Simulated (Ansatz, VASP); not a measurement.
# W in VASP and in Ansatz

```
W
1.0
    -1.57172    1.57172    1.57172
     1.57172   -1.57172    1.57172
     1.57172    1.57172   -1.57172
W
1
Direct
  0.00000 0.00000 0.00000
```

Alike in both runs: task single point; functional PBE; k mesh 13 × 13 × 13; occupations fermi-dirac, width 0.15 eV; no spin polarisation.

|  | VASP | Ansatz |
| --- | --- | --- |
| version | VASP 6.6.1 | Ansatz 0.2.0 |
| potentials or method | VASP PAW PBE potentials, release 64 (W_sv), cutoff 520 eV | plane waves, PAW |
| valence electrons in the cell | 14 | 14 |

```csv
,VASP,Ansatz,Ansatz less VASP
pressure (GPa),13.1,12.4,-0.68
```

Spin-orbit coupling is off throughout.
